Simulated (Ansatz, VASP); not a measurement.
## SiC: VASP beside Ansatz

```xyz
4
Lattice="1.5456 2.6771 0.0000 -1.5456 2.6771 0.0000 0.0000 0.0000 5.0731" Properties=species:S:1:pos:R:3 pbc="T T T"
Si    0.0000    3.5695    0.0000
Si    0.0000    1.7848    2.5365
C     0.0000    3.5695    1.9024
C     0.0000    1.7848    4.4390
```

Alike in both runs: task single point; functional PBE; k mesh 9 × 9 × 5; occupations fermi-dirac, width 0.0202 eV; no spin polarisation.

|  | VASP | Ansatz |
| --- | --- | --- |
| version | VASP 6.6.1 | Ansatz 0.2.0 |
| potentials or method | VASP PAW PBE potentials, release 64 (Si, C), cutoff 520 eV | PAW plane waves |
| valence electrons in the cell | 16 | 16 |

```csv
,VASP,Ansatz,Ansatz less VASP
gap on the k mesh at the Fermi level (eV),2.27,2.28,+0.004
pressure (GPa),0.1,0.1,+0.05
"traceless stress, the component that is largest in VASP (GPa)",0.30,0.30,-0.006
rms of the force components (eV/Å),0.043,0.043,+0.0001
```

Atom by atom the forces differ by 0.000 eV/Å (rms over components). Ansatz's warnings: structure snapped to symmetry.
